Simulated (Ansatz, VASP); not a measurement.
# Two plane-wave programs on Si

```
Si
1.0
     0.00000    5.43000    5.43000
     5.43000    0.00000    5.43000
     5.43000    5.43000    0.00000
Si
17
Direct
  0.00140 0.99352 0.00252
  0.12745 0.12207 0.12805
  0.99837 0.00045 0.50053
  0.12741 0.12216 0.62234
  0.00169 0.50215 0.00213
  0.12460 0.62489 0.12509
  0.00161 0.50232 0.49372
  0.12757 0.62804 0.62210
  0.49968 0.00042 0.99877
  0.62122 0.12166 0.12852
  0.49964 0.00057 0.50098
  0.62460 0.12503 0.62515
  0.49320 0.50188 0.00230
  0.62153 0.62799 0.12811
  0.49978 0.49870 0.50061
  0.62143 0.62816 0.62205
  0.87436 0.37496 0.87518
```

Alike in both runs: functional PBE; k mesh 2 × 2 × 2; occupations gaussian, width 0.05 eV; no spin polarisation.

Ansatz relaxed the structure, and its values are those at the end. VASP's run is a single point on that final structure, the one shown.

|  | VASP | Ansatz |
| --- | --- | --- |
| version | VASP 6.6.1 | Ansatz 0.2.0 |
| potentials or method | VASP PAW PBE potentials, release 64 (Si), cutoff 520 eV | scalar-relativistic, plane waves, PAW |
| valence electrons in the cell | 68 | 68 |

|  | VASP | Ansatz | Ansatz less VASP |
| --- | --- | --- | --- |
| rms of the force components (eV/Å) | 0.007 | 0.007 | -0.0001 |

With one functional, cell and mesh, what is left measures potentials, basis and numerics.

The k mesh is coarse, so the values compare programs but aren't converged.
